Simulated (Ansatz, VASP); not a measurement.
## One calculation of Br, two programs

```
CELL_PARAMETERS angstrom
-2.83683 2.83683 1.87135
2.83683 -2.83683 1.87135
2.83683 2.83683 -1.87135
ATOMIC_POSITIONS crystal
Br 0.00000 0.00000 0.00000
Br 0.75000 0.25000 0.50000
```

Alike in both runs: functional r2SCAN; k mesh 18 × 18 × 18; occupations gaussian, width 0.1 eV; no spin polarisation.

Ansatz relaxed the structure, and its values are those at the end. VASP's run is a single point on that final structure, the one shown.

```csv
,VASP,Ansatz
version,VASP 6.6.1,Ansatz 0.2.0
potentials or method,"VASP PAW PBE potentials, release 64 (Br), cutoff 520 eV","scalar-relativistic, plane waves, PAW"
valence electrons in the cell,14,14
```

|  | VASP | Ansatz | Ansatz less VASP |
| --- | --- | --- | --- |
| gap on the k mesh at the Fermi level (eV) | none | none | - |
| pressure (GPa) | 0.0 | 0.0 | +0.03 |

VASP's potentials were made for PBE, not for r2SCAN. A gap of «none» marks a metal or a gap that the smearing closes. The functional is the same, so the differences come from potentials, cutoffs and numerics.
